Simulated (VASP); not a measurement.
Crystal: AlGa3N2.

```
Al Ga N
1.0
     3.15991    0.00000    0.00000
     0.00000    3.15991    0.00000
     0.00000    0.00000   10.56297
Al Ga N
1 3 2
Direct
  0.50000 0.50000 0.50000
  0.00000 0.00000 0.00000
  0.00000 0.00000 0.71455
  0.00000 0.00000 0.28545
  0.50000 0.50000 0.84736
  0.50000 0.50000 0.15264
```

| Quantity | Value |
| --- | --- |
| Program | VASP 6.6.1 |
| Task | relaxation of cell and atoms |
| Functional | PBE |
| Potentials or basis | VASP PAW PBE potentials, release 64 (Al, Ga_d, N) |
| Cutoff | 600 eV |
| k mesh | 6 × 6 × 2 |
| Occupations | gaussian, width 0.1 eV |
| Spin | no spin polarisation |

At the start: pressure -15.8 GPa; volume 17.58 Å³/atom.

Where does the relaxation end?

Over 58 steps the energy falls by 918.5 meV/atom and the volume is 14.10 Å³/atom (-19.8 %); space group P4/mmm (No. 123, to 0.05 Å).

The path:
```
step  energy change (eV)  largest force (eV/Å)  pressure (GPa)  volume (Å³)
   1              0.0000                1.1201          -15.82       105.47
   3             -2.2050                0.4812           -0.17        75.52
   5             -2.2327                0.2397            0.87        75.19
   7             -2.2439                0.3289            2.34        76.07
   9             -2.2698                0.2265            1.11        76.58
  11             -2.3699                0.8603           -3.03        84.19
  13             -2.5846                0.8962           -5.61        95.10
  15             -2.6904                0.7824           -4.81        98.29
  17             -3.0744                0.3971           -5.05       110.70
  19             -3.1187                0.2659           -4.45       107.97
  21             -3.2141                0.2969           -0.25       102.54
  23             -3.2183                0.2949            0.10       102.14
  25             -3.2526                0.2875            0.03       101.96
  27             -3.3816                0.2342           -0.38       101.21
  29             -3.8943                0.3853           -2.39        98.24
  31             -3.9029                0.3698           -2.38        98.13
  33             -4.1379                0.3745           -2.75        97.07
  35             -4.2061                0.4884           -1.79        96.56
  37             -4.2347                0.4374           -1.16        96.23
  39             -4.2410                0.5632           -0.59        96.03
  41             -4.2866                0.5183           -0.89        95.99
  43             -4.4640                0.3063           -2.03        95.79
  45             -4.9185                0.4684           -4.81        94.41
  47             -5.0091                0.7630           -5.58        93.36
  49             -5.2030                1.1009            0.95        85.97
  51             -5.4344                0.3209            2.00        84.00
  53             -5.4939                0.2546           -0.89        85.23
  55             -5.5090                0.0644            0.38        84.13
  57             -5.5102                0.0645           -0.25        84.62
  58             -5.5108                0.0114           -0.12        84.61
```

Final structure:
```
Al Ga N
1.0
     2.89952    0.00000    0.00000
     0.00000    2.89952    0.00000
     0.00000    0.00000   10.06381
Al Ga N
1 3 2
Direct
  0.50000 0.50000 0.50000
  0.00000 0.00000 0.00000
  0.00000 0.00000 0.74526
  0.00000 0.00000 0.25474
  0.50000 0.50000 0.68823
  0.50000 0.50000 0.31177
```

Caveat: the volume moved by over 15 % at a fixed basis, so the end points are rough.
